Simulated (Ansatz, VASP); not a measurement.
## Bi2Se3: VASP beside Ansatz

```xyz
5
Lattice="2.0715 1.1960 9.5453 -2.0715 1.1960 9.5453 0.0000 -2.3920 9.5453" Properties=species:S:1:pos:R:3 pbc="T T T"
Bi    0.0000    0.0000   11.4718
Bi    0.0000    0.0000   17.1642
Se    0.0000    0.0000    0.0000
Se    0.0000    0.0000    6.0466
Se    0.0000    0.0000   22.5894
```

Alike in both runs: task electric field gradients; functional LDA; k mesh 9 × 9 × 9; occupations fermi-dirac, width 0.02 eV; no spin polarisation.

```csv
,VASP,Ansatz
version,VASP 6.6.1,Ansatz 0.2.0
potentials or method,"VASP PAW LDA potentials, release 64 (Bi_d, Se)","plane-wave PAW, scalar-relativistic"
plane-wave cutoff (eV),520,420
valence electrons in the cell,48,78
```

Ansatz gave:

| Item | Value |
| --- | --- |
| pressure (GPa) | -2.1 |
| traceless stress, the component that is largest in VASP (GPa) | -0.15 |
| rms of the force components (eV/Å) | 0.054 |
| size of Vzz on the site where it differs most (V/Å²) | 6.2 |

Task: Estimate VASP's values.

Result: Pressure (GPa): -2.0; traceless stress, the component that is largest in VASP (GPa): -0.15; rms of the force components (eV/Å): 0.042; size of Vzz on the site where it differs most (V/Å²): 9.3.

LDA's correlation is that of Perdew and Zunger in VASP and of Perdew and Wang (1992) in Ansatz. Atom by atom the forces differ by 0.013 eV/Å (rms over components). VASP's potentials hold 48 valence electrons a cell and Ansatz's 78, so a difference there can come from the potentials and not from the codes.

Neither program's run includes spin-orbit coupling.
